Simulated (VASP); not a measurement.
# Si4O7 (a cell with a defect) in VASP: single point with PBE

Aim: the single point of Si4O7 (a cell with a defect) with PBE.

Program: VASP 6.6.1. These are calculated values, not measurements. Logs are shortened: lines on timing, memory, paths and dates and some standing lists are left out, and cuts for length are marked.

## (1) The cell of the first run

The cell holds a defect, 11 atoms: a = 5.080 Å, b = 5.080 Å, c = 7.091 Å, α = 90.00°, β = 90.00°, γ = 90.00°.

## (2) Single point, PBE (O vacancy, atom 9 moved a little way towards it, host rigid)

Contents of INCAR:

```
SYSTEM = Si4O7
PREC = Accurate
ENCUT = 520
EDIFF = 1E-6
ISMEAR = 0
SIGMA = 0.05
LREAL = .False.
LASPH = .True.
NELM = 60
ALGO = Normal
ISIF = 2
LWAVE = .False.
LCHARG = .True.
GGA = PE
LELF = .True.
LVHAR = .True.
NBANDS = 40
```

Contents of KPOINTS:

```
regular mesh
0
Gamma
  4 4 4
  0 0 0
```

Contents of POSCAR:

```
Si4O7
1.0
    5.0799801732      0.0000000000      0.0000000000
    0.0000000000      5.0799801732      0.0000000000
    0.0000000000      0.0000000000      7.0914769300
Si O
4 7
Direct
    0.2944292339      0.2944292339      0.0000000000
    0.2055707661      0.7944292339      0.2500000000
    0.7055707661      0.7055707661      0.5000000000
    0.7944292339      0.2055707661      0.7500000000
    0.4053663613      0.7409644515      0.4248320116
    0.7590355485      0.9053663613      0.6748320116
    0.5946336387      0.2590355485      0.9248320116
    0.7409644515      0.4053663613      0.5751679884
    0.9952520619      0.8747296271      0.2849023999
    0.2590355485      0.5946336387      0.0751679884
    0.0946336387      0.2409644515      0.8251679884
```

Potentials or basis: VASP PAW PBE potentials, release 64 (Si, O).

The run is started by

```
$ cat potpaw_PBE.64/Si/POTCAR potpaw_PBE.64/O/POTCAR > POTCAR
$ mpirun -np 1 vasp_std > vasp.out
```

OUTCAR:

```text
SYSTEM = Si4O7
   PREC = Accurate
   ENCUT = 520
   EDIFF = 1E-6
   ISMEAR = 0
   LREAL = .False.
   LASPH = .True.
   NELM = 60
   ISIF = 2
   GGA = PE

 ion  position               nearest neighbor table
   1  0.294  0.294  0.000-  11 1.63  10 1.63   7 1.63   4 3.13   2 3.13   2 3.13   4 3.13
   2  0.206  0.794  0.250-   9 1.17   5 1.63  10 1.63   3 3.13   1 3.13   1 3.13   3 3.13
   3  0.706  0.706  0.500-   6 1.63   5 1.63   8 1.63   9 2.29   2 3.13   4 3.13   4 3.13   2 3.13

   4  0.794  0.206  0.750-   7 1.63   8 1.63   6 1.63  11 1.63   1 3.13   3 3.13   3 3.13   1 3.13

   5  0.405  0.741  0.425-   2 1.63   3 1.63
   6  0.759  0.905  0.675-   3 1.63   4 1.63
   7  0.595  0.259  0.925-   4 1.63   1 1.63
   8  0.741  0.405  0.575-   4 1.63   3 1.63
   9  0.995  0.875  0.285-   2 1.17   3 2.29
  10  0.259  0.595  0.075-   2 1.63   1 1.63
  11  0.095  0.241  0.825-   1 1.63   4 1.63

 -----------------------------------------------------------------------------
|                                                                             |
|           W    W    AA    RRRRR   N    N  II  N    N   GGGG   !!!           |
|           W    W   A  A   R    R  NN   N  II  NN   N  G    G  !!!           |
|           W    W  A    A  R    R  N N  N  II  N N  N  G       !!!           |
|           W WW W  AAAAAA  RRRRR   N  N N  II  N  N N  G  GGG   !            |
|           WW  WW  A    A  R   R   N   NN  II  N   NN  G    G                |
|           W    W  A    A  R    R  N    N  II  N    N   GGGG   !!!           |
|                                                                             |
|     The distance between some ions is very small. Please check the          |
|     nearest-neighbor list in the OUTCAR file.                               |
|     I HOPE YOU KNOW WHAT YOU ARE DOING!                                     |
|                                                                             |
 -----------------------------------------------------------------------------

  LATTYP: Found a simple tetragonal cell.
 ALAT       =     5.0799801732
 C/A-ratio  =     1.3959654739

  Lattice vectors:

 A1 = (   5.0799801732,   0.0000000000,   0.0000000000)
 A2 = (   0.0000000000,   5.0799801732,   0.0000000000)
 A3 = (   0.0000000000,   0.0000000000,   7.0914769300)

Analysis of symmetry for initial positions (statically):
=====================================================================
 Subroutine PRICEL returns:
 Original cell was already a primitive cell.

 Routine SETGRP: Setting up the symmetry group for a
 simple tetragonal supercell.

 Subroutine GETGRP returns: Found  1 space group operations
 (whereof  1 operations were pure point group operations)
 out of a pool of 16 trial point group operations.
[... 150 lines left out ...]
   IALGO  =     38    algorithm
   IMIX   =      4    mixing-type and parameters
     AMIX     =   0.40;   BMIX     =  1.00
     AMIX_MAG =   1.60;   BMIX_MAG =  1.00
  volume/ion in A,a.u.               =      16.64       112.27
  Fermi-wavevector in a.u.,A,eV,Ry     =   1.116171  2.109257 16.950639  1.245837
  Thomas-Fermi vector in A             =   2.252782
   LORBIT       =      0    0 simple, 1 ext, 2 COOP (PROOUT), +10 PAW based schemes
   GGA     = PE    functional components
   LHFCALC =     F    Hartree Fock is set to
   AEXX    =    0.0000 exact exchange contribution
   IVDW    =     0    specifies the selected vdW correction
   LEPSILON=     F    determine dielectric tensor
   LRPA    =     F    only Hartree local field effects (RPA)
 non-spin polarized calculation
 Gauss-broadening in eV      SIGMA  =   0.05
  energy-cutoff  :      520.00
  volume of cell :      183.00
 maximum number of plane-waves:      4954
 NGX is ok and might be reduce to    40
   NGX = 19   NGY = 19   NGZ = 27

 number of electron      57.9999990 magnetization

 Free energy of the ion-electron system (eV)
  ---------------------------------------------------
  ext. energy  EPLUGINS =         0.00000000
  ---------------------------------------------------
  free energy    TOTEN  =       -73.36506119 eV

  energy without entropy =      -73.36506119  energy(sigma->0) =      -73.36506119

 E-fermi :   2.8902     XC(G=0):  -7.9062

 val. band max:        2.6418199023   @ k =   0.5000   0.5000   0.5000
 cond. band min:       3.3698310244   @ k =   0.0000   0.0000   0.5000
 fundamental gap:      0.7280111221
 Fermi energy:         2.8901591509

 k-point     1 :       0.0000    0.0000    0.0000
  band No.  band energies     occupation
      1     -20.0385      2.00000
      2     -19.5235      2.00000
      3     -18.8188      2.00000
      4     -18.4375      2.00000
      5     -18.4085      2.00000
      6     -17.8254      2.00000
[... 1021 lines left out ...]
     39       9.6795      0.00000
     40      10.0046      0.00000

 [... further k-points ...]

------------------------ aborting loop because EDIFF is reached ----------------------------------------

  FORCE on cell =-STRESS in cart. coord.  units (eV):
  Direction    XX          YY          ZZ          XY          YZ          ZX
  --------------------------------------------------------------------------------------
  -------------------------------------------------------------------------------------
  Total       52.7313922      5.1276902      1.6865654    -21.6565643      8.4445834     -9.4512165
  in kB      461.6566451     44.8922772     14.7656659   -189.6004716     73.9312556    -82.7442006
  external PRESSURE =     173.7715294 kB  Pullay stress =       0.0000000 kB

 VOLUME and BASIS-vectors are now :
 -----------------------------------------------------------------------------
  energy-cutoff  :      520.00
  volume of cell :      183.00
      direct lattice vectors                 reciprocal lattice vectors
     5.079980173  0.000000000  0.000000000     0.196851162  0.000000000  0.000000000
     0.000000000  5.079980173  0.000000000     0.000000000  0.196851162  0.000000000
     0.000000000  0.000000000  7.091476930     0.000000000  0.000000000  0.141014349

 POSITION                                       TOTAL-FORCE (eV/Angst)
 -----------------------------------------------------------------------------------
      1.49569      1.49569      0.00000        -0.104324     -2.425678      2.079272
      1.04430      4.03568      1.77287        47.542248    -15.222933    -13.476743
      3.58429      3.58429      3.54574         0.161878      0.747298     -0.032208
      4.03568      1.04430      5.31861         0.444139      0.075852      1.106884
      2.05925      3.76408      3.01269         1.455703     -0.337948      0.381251
      3.85589      4.59924      4.78556         0.076209     -0.451195     -0.649172
      3.02073      1.31590      6.55842         0.888077      0.206694     -0.923489
      3.76408      2.05925      4.07879         0.131991      0.682438     -0.974774
      5.05586      4.44361      2.02038       -50.202049     16.601740     13.430776
      1.31590      3.02073      0.53305         0.161250      0.021285      0.042196
      0.48074      1.22409      5.85166        -0.555122      0.102447     -0.983992
 -----------------------------------------------------------------------------------
    total drift:                                0.000354      0.000471      0.000219

  FREE ENERGIE OF THE ION-ELECTRON SYSTEM (eV)
  ---------------------------------------------------
  free  energy   TOTEN  =       -73.3650611867 eV

  energy  without entropy=      -73.3650611867  energy(sigma->0) =      -73.36506119
```

stdout:

```text
POSCAR found type information on POSCAR SiO
 POSCAR found :  2 types and      11 ions
 scaLAPACK will be used
 LDA part: xc-table for (Slater+PW92), standard interpolation
 -----------------------------------------------------------------------------
|                                                                             |
|           W    W    AA    RRRRR   N    N  II  N    N   GGGG   !!!           |
|           W    W   A  A   R    R  NN   N  II  NN   N  G    G  !!!           |
|           W    W  A    A  R    R  N N  N  II  N N  N  G       !!!           |
|           W WW W  AAAAAA  RRRRR   N  N N  II  N  N N  G  GGG   !            |
|           WW  WW  A    A  R   R   N   NN  II  N   NN  G    G                |
|           W    W  A    A  R    R  N    N  II  N    N   GGGG   !!!           |
|                                                                             |
|     The distance between some ions is very small. Please check the          |
|     nearest-neighbor list in the OUTCAR file.                               |
|     I HOPE YOU KNOW WHAT YOU ARE DOING!                                     |
|                                                                             |
 -----------------------------------------------------------------------------

 POSCAR, INCAR and KPOINTS ok, starting setup
 FFT: planning ... GRIDC
 FFT: planning ... GRID_SOFT
 FFT: planning ... GRID
 WAVECAR not read
 entering main loop
```

Wall time 4.4 min (1 thread of Intel Xeon 6975P-C, shared host); peak memory 0.38 GiB.

Results:

* Free energy: -73.3651 eV
* Pressure: 17.4 GPa
* Largest force: 54.555 eV/Å
* Band gap on the k mesh: 0.73 eV

Forces in eV/Å, atoms in the order of the input:
```
Si   -0.104  -2.426   2.079
Si   47.542 -15.223 -13.477
Si    0.162   0.747  -0.032
Si    0.444   0.076   1.107
O     1.456  -0.338   0.381
O     0.076  -0.451  -0.649
O     0.888   0.207  -0.923
O     0.132   0.682  -0.975
O   -50.202  16.602  13.431
O     0.161   0.021   0.042
O    -0.555   0.102  -0.984
```

Stress tensor (GPa, compression positive):
```
 46.17 -18.96  -8.27
-18.96   4.49   7.39
 -8.27   7.39   1.48
```

Caveat: the cell differs from its parent crystal (O vacancy, atom 9 moved a little way towards it, host rigid).
